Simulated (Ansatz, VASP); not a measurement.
## SiC in VASP and in Ansatz

The input POSCAR:

```
SiC
1.0
    0.0000000000      2.1430074669      2.2501578403
    2.1430074669      0.0000000000      2.2501578403
    2.1430074669      2.1430074669      0.0000000000
Si C
1 1
Direct
    0.0000000000      0.0000000000      0.0000000000
    0.7500000000      0.7500000000      0.7500000000
```

File INCAR.step1:

```
  ALGO = Normal
  EDIFF = 1E-4
  ENCUT = 520
  GGA = PE
  ISMEAR = 0
  LASPH = True
  LCHARG = False
  LREAL = False
  LWAVE = True
  NBANDS = 11
  NELM = 60
  PREC = Accurate
  SIGMA = 0.05
```

Contents of INCAR.step2:

```
  ALGO = Normal
  EDIFF = 1E-7
  ENCUT = 520
  ISIF = 2
  ISMEAR = 0
  ISTART = 1
  LASPH = True
  LCHARG = False
  LMIXTAU = True
  LREAL = False
  LWAVE = False
  METAGGA = R2SCAN
  NBANDS = 11
  NELM = 60
  PREC = Accurate
  SIGMA = 0.05
```

Contents of KPOINTS:

```
k-points
0
Gamma
  12 12 12
```

Input for Ansatz:

```yaml
crystal:
  lattice:
    - [0.0, 2.1430074669, 2.2501578403]
    - [2.1430074669, 0.0, 2.2501578403]
    - [2.1430074669, 2.1430074669, 0.0]
  atoms:
    - { symbol: Si, position: [0.0, 0.0, 0.0] }
    - { symbol: C, position: [0.75, 0.75, 0.75] }
basis:
  ecutwfc: 500
kpoints:
  mp_grid: { grid: [12, 12, 12] }
hamiltonian:
  xc: r2scan
scf:
  occupations: { method: gaussian, width: 0.05 }
output:
  forces: true
  stress: true
  eigenvalues: true
```

Alike in both runs: task single point; functional r2SCAN; k mesh 12 × 12 × 12; occupations gaussian, width 0.05 eV; no spin polarisation.

|  | VASP | Ansatz |
| --- | --- | --- |
| version | VASP 6.6.1 | Ansatz 0.2.0 |
| potentials or method | VASP PAW PBE potentials, release 64 (Si, C), cutoff 520 eV | scalar-relativistic, plane waves, PAW |
| valence electrons in the cell | 8 | 8 |

|  | VASP | Ansatz | Ansatz less VASP |
| --- | --- | --- | --- |
| gap on the k mesh at the Fermi level (eV) | 1.46 | 1.45 | -0.011 |
| least direct gap on the mesh (eV) | 5.01 | 5.00 | -0.013 |
| pressure (GPa) | -0.3 | -0.2 | +0.18 |
| traceless stress, the component that is largest in VASP (GPa) | -10.07 | -10.03 | +0.040 |

VASP's potentials were made for PBE, not for r2SCAN. With one functional, cell and mesh, what is left measures potentials, basis and numerics.
